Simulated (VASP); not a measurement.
Hf:

```
Hf
1.0
     1.66735    0.96265    8.05821
    -1.66735    0.96265    8.05821
     0.00000   -1.92529    8.05821
Hf
3
Direct
  0.00000 0.00000 0.00000
  0.22222 0.22222 0.22222
  0.77778 0.77778 0.77778
```

- Program: VASP 6.6.1
- Task: relaxation of cell and atoms
- Functional: PBE
- Potentials or basis: VASP PAW PBE potentials, release 64 (Hf_pv)
- Cutoff: 600 eV
- k mesh: 6 × 6 × 6
- Occupations: gaussian, width 0.1 eV
- Spin: no spin polarisation

At the start: pressure -11.7 GPa; volume 25.87 Å³/atom.

Task: How do energy, volume and symmetry change on relaxing?

Result: Over 8 steps the energy falls by 135.0 meV/atom and the volume is 22.56 Å³/atom (-12.8 %); space group R-3m (No. 166, to 0.1 Å) before and after.

Step by step:
```
step  energy change (eV)  largest force (eV/Å)  pressure (GPa)  volume (Å³)
   1              0.0000                0.0595          -11.70        77.60
   2              0.1304                0.0716           20.13        58.26
   3             -0.4037                0.0790           -0.47        67.93
   4             -0.4041                0.0795           -0.04        67.66
   5             -0.4040                0.0797            0.26        67.47
   6             -0.4045                0.0547           -0.25        67.79
   7             -0.4045                0.0573           -0.20        67.75
   8             -0.4049                0.0270           -0.09        67.69
```

Final structure:
```
Hf
1.0
     1.59419    0.92041    7.68818
    -1.59419    0.92041    7.68818
     0.00000   -1.84081    7.68818
Hf
3
Cartesian
  0.0000 0.0000 0.0000
  0.0000 0.0000 5.1340
  0.0000 0.0000 17.9306
```

Caveat: the k points lie up to 0.38 Å⁻¹ apart in the final cell, too coarse for converged energies and pressures of a metal.
